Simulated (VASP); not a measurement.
# Al3Cu2 (P-3m1) in VASP: further runs, part 2 of 2

VASP 6.6.1. Earlier steps stand in the parts before.

## Step 3: Relaxation of shape and atoms at fixed volume, PBEsol (12.76 Å³/atom)

This run uses another cell than the first one, of 12.76 Å³/atom.

Contents of INCAR:

```
SYSTEM = Al3Cu2
ALGO     = Fast           ! electronic algorithm
EDIFF    = 1E-7           ! SCF threshold, eV
EDIFFG   = -0.01          ! ionic threshold
ENCUT    = 600            ! plane-wave cutoff, eV
GGA      = PS             ! functional
IBRION   = 2              ! ionic algorithm
ISIF     = 4              ! what is computed and relaxed
ISMEAR   = 0              ! smearing method
LASPH    = .TRUE.         ! aspherical terms in the spheres
LCHARG   = .FALSE.        ! write CHGCAR
LREAL    = .FALSE.        ! projectors in reciprocal space
LWAVE    = .FALSE.        ! write WAVECAR
NELM     = 80             ! most SCF steps
NSW      = 50             ! ionic steps
PREC     = Accurate       ! precision mode
SIGMA    = 0.1            ! smearing width, eV
```

Contents of KPOINTS:

```
k-points
0
G
  12 12 8
  0 0 0
```

Contents of POSCAR:

```
Al3Cu2
1.0
    3.9254977066      0.0000000000      0.0000000000
   -1.9627488533      3.3995807364      0.0000000000
    0.0000000000      0.0000000000      4.7794040812
Al Cu
3 2
Direct
    0.0000000000      0.0000000000      0.0000000000
    0.3333333333      0.6666666667      0.3530026108
    0.6666666667      0.3333333333      0.6469973892
    0.3333333333      0.6666666667      0.8436438384
    0.6666666667      0.3333333333      0.1563561616
```

Potentials or basis: VASP PAW PBE potentials, release 64 (Al, Cu).

Command:

```sh
$ cat potpaw_PBE.64/Al/POTCAR potpaw_PBE.64/Cu/POTCAR > POTCAR
$ mpirun -np 1 vasp_std > vasp.out
```

OUTCAR:

```text
SYSTEM = Al3Cu2
   EDIFF = 1E-7
   EDIFFG = -0.01
   ENCUT = 600
   GGA = PS
   IBRION = 2
   ISIF = 4
   ISMEAR = 0
   LASPH = .TRUE.
   LREAL = .FALSE.
   NELM = 80
   NSW = 50
   PREC = Accurate

 ion  position               nearest neighbor table
   1  0.000  0.000  0.000-   4 2.39   5 2.39   4 2.39   5 2.39   5 2.39   4 2.39   2 2.83   3 2.83
                             2 2.83   3 2.83   2 2.83   3 2.83
   2  0.333  0.667  0.353-   4 2.34   4 2.43   5 2.45   5 2.45   5 2.45   3 2.67   3 2.67   3 2.67
                             1 2.83   1 2.83   1 2.83
[... 790 lines left out ...]
  -------------------------------------------------------------------------------------
  Total        7.8859103      7.8859103      7.8569432      0.0000000      0.0000000      0.0000000
  in kB      198.0927487    198.0927487    197.3651004      0.0000000      0.0000000      0.0000000
  external PRESSURE =     197.8501993 kB  Pullay stress =       0.0000000 kB

 VOLUME and BASIS-vectors are now :
 -----------------------------------------------------------------------------
  energy-cutoff  :      600.00
  volume of cell :       63.78
      direct lattice vectors                 reciprocal lattice vectors
     3.924282882  0.000000000  0.000000000     0.254823628  0.147122490 -0.000000000
    -1.962141441  3.398528667  0.000000000     0.000000000  0.294244980 -0.000000000
     0.000000000  0.000000000  4.782363622     0.000000000  0.000000000  0.209101624

 POSITION                                       TOTAL-FORCE (eV/Angst)
 -----------------------------------------------------------------------------------
      3.92428      0.00000      4.78236         0.000000      0.000000     -0.000000
     -0.00000      2.26569      1.68956        -0.000000      0.000000      0.008736
      1.96214      1.13284      3.09280         0.000000     -0.000000     -0.008736
     -0.00000      2.26569      4.03502         0.000000      0.000000      0.008879
      1.96214      1.13284      0.74734        -0.000000     -0.000000     -0.008879
 -----------------------------------------------------------------------------------
    total drift:                                0.000000     -0.000000     -0.000000

  FREE ENERGIE OF THE ION-ELECTRON SYSTEM (eV)
  ---------------------------------------------------
  free  energy   TOTEN  =       -21.2323966156 eV

  energy  without entropy=      -21.2271237030  energy(sigma->0) =      -21.22976016

 reached required accuracy - stopping structural energy minimisation
```

CONTCAR:

```text
Al3Cu2
   1.00000000000000
     3.9242828816285145    0.0000000000000000    0.0000000000000000
    -1.9621414408142572    3.3985286671115440    0.0000000000000000
     0.0000000000000000    0.0000000000000000    4.7823636222419363
  Al              Cu
     3     2
Direct
     1.0000000000000000    0.0000000000000000    1.0000000000000000
     0.3333333332999970    0.6666666667000030    0.3532906332706314
     0.6666666667000030    0.3333333332999970    0.6467093667293686
     0.3333333332999970    0.6666666667000030    0.8437298850861179
     0.6666666667000030    0.3333333332999970    0.1562701149138821

  0.00000000E+00  0.00000000E+00  0.00000000E+00
  0.00000000E+00  0.00000000E+00  0.00000000E+00
  0.00000000E+00  0.00000000E+00  0.00000000E+00
  0.00000000E+00  0.00000000E+00  0.00000000E+00
  0.00000000E+00  0.00000000E+00  0.00000000E+00
```

Wall time 6.9 min (1 thread of Intel Xeon 8259CL, shared host); peak memory 0.33 GiB.

What came out:

| Property | Result |
| --- | --- |
| Free energy | -21.2324 eV |
| Energy gained by relaxing | 0.0 meV/atom |
| Ionic steps | 2 |
| Pressure after relaxing | 19.8 GPa |
| Largest force after relaxing | 0.009 eV/Å |
| Band gap on the k mesh | zero (an odd number of electrons rules out a gap without spin polarisation) |

Forces in eV/Å, atoms in the order of the input:
```
Al   0.000  0.000  0.000
Al   0.000  0.000  0.009
Al   0.000  0.000 -0.009
Cu   0.000  0.000  0.009
Cu   0.000  0.000 -0.009
```

Final structure:
```yaml
crystal:
  lattice:
    - [3.92428, 0.00000, 0.00000]
    - [-1.96214, 3.39853, 0.00000]
    - [0.00000, 0.00000, 4.78236]
  atoms:
    - { symbol: Al, position: [0.00000, 0.00000, 0.00000] }
    - { symbol: Al, position: [0.33333, 0.66667, 0.35329] }
    - { symbol: Al, position: [0.66667, 0.33333, 0.64671] }
    - { symbol: Cu, position: [0.33333, 0.66667, 0.84373] }
    - { symbol: Cu, position: [0.66667, 0.33333, 0.15627] }
```

Caveat: the PAW data sets were made with another functional, which shifts forces and pressure a little.

## Step 4: Relaxation of shape and atoms at fixed volume, PBEsol (13.19 Å³/atom)

This run uses another cell than the first one, of 13.19 Å³/atom.

Contents of INCAR:

```
  PREC = Accurate
  ENCUT = 600
  EDIFF = 1E-7
  ISMEAR = 0
  SIGMA = 0.1
  LREAL = F
  LASPH = T
  NELM = 100
  ALGO = Fast
  ISIF = 4
  LWAVE = F
  LCHARG = F
  GGA = PS
  IBRION = 2
  NSW = 50
  EDIFFG = -0.01
```

Contents of KPOINTS:

```
Automatic mesh
0
Gamma
  12 12 8
```

Contents of POSCAR:

```
Al3Cu2
1.0
    3.9701551060      0.0000000000      0.0000000000
   -1.9850775530      3.4382551788      0.0000000000
    0.0000000000      0.0000000000      4.8317780658
Al Cu
3 2
Direct
    0.0000000000      0.0000000000      0.0000000000
    0.3333333333      0.6666666667      0.3524682567
    0.6666666667      0.3333333333      0.6475317433
    0.3333333333      0.6666666667      0.8431277593
    0.6666666667      0.3333333333      0.1568722407
```

Command:

```sh
$ cat potpaw_PBE.64/Al/POTCAR potpaw_PBE.64/Cu/POTCAR > POTCAR
$ mpirun -np 1 vasp_std > vasp.out
```

Wall time 7.5 min (1 thread of Intel Xeon 8259CL, shared host); peak memory 0.34 GiB.

It converged, with:

| Quantity | Value |
| --- | --- |
| Free energy | -21.4580 eV |
| Energy gained by relaxing | 0.0 meV/atom |
| Ionic steps | 3 |
| Pressure after relaxing | 13.6 GPa |
| Largest force after relaxing | 0.008 eV/Å |
| Band gap on the k mesh | zero (an odd number of electrons rules out a gap without spin polarisation) |

Forces in eV/Å, atoms in the order of the input:
```
Al   0.000  0.000  0.000
Al   0.000  0.000  0.006
Al   0.000  0.000 -0.006
Cu   0.000  0.000  0.008
Cu   0.000  0.000 -0.008
```

Stress tensor (GPa, compression positive):
```
13.69  0.00  0.00
 0.00 13.69  0.00
 0.00  0.00 13.56
```

Final structure:
```
Al Cu
1.0
     3.96874    0.00000    0.00000
    -1.98437    3.43703    0.00000
     0.00000    0.00000    4.83524
Al Cu
3 2
Direct
  0.00000 0.00000 0.00000
  0.33333 0.66667 0.35282
  0.66667 0.33333 0.64718
  0.33333 0.66667 0.84330
  0.66667 0.33333 0.15670
```

Levels at points of the mesh, in eV from the Fermi level:
| k point | band 12 | band 13 | band 14 | band 15 | band 16 | band 17 | band 18 | band 19 |
| --- | --- | --- | --- | --- | --- | --- | --- | --- |
| (0.00, 0.00, 0.00) | -3.95 | -3.93 | -0.28 | -0.28 | 1.41 | 1.41 | 3.03 | 3.27 |
| (0.50, 0.00, 0.00) | -4.44 | -3.33 | -3.26 | -2.79 | -0.72 | 0.20 | 0.34 | 3.17 |
| (0.00, 0.00, 0.50) | -4.53 | 1.24 | 1.24 | 1.26 | 1.26 | 1.72 | 2.67 | 2.69 |
| (0.50, 0.00, 0.50) | -4.56 | -4.47 | -3.77 | -1.95 | -0.21 | 0.78 | 1.21 | 5.31 |

Caveat: the PAW data sets were made with another functional, which shifts forces and pressure a little.

## Step 5: Overview

| task | cell | cutoff (eV) | gap on the mesh (eV) | pressure (GPa) | largest force (eV/Å) |
| --- | --- | --- | --- | --- | --- |
| single point | a = 4.233, b = 4.233, c = 5.138 Å, angles 90.0, 90.0, 120.0°, 5 atoms, atomic positions A | 520 | none | -8.8 | - |
| relaxation of shape and atoms at fixed volume | relaxed from a = 3.925, b = 3.925, c = 4.779 Å, angles 90.0, 90.0, 120.0°, 5 atoms, atomic positions B | 600 | none | 19.8 | 0.01 |
| relaxation of shape and atoms at fixed volume | relaxed from a = 3.970, b = 3.970, c = 4.832 Å, angles 90.0, 90.0, 120.0°, 5 atoms, atomic positions C | 600 | none | 13.6 | 0.01 |

Alike in all rows: level PBEsol; potentials or basis VASP PAW PBE potentials, release 64 (Al, Cu); no spin polarisation; k mesh 12 × 12 × 8; smearing gaussian 0.1 eV.

Caveats: the PAW data sets were made with another functional, which shifts forces and pressure a little; the cell stands under tension (at least some runs).

Total energies depend on the potentials used, so only differences within one code and one set of settings carry meaning.
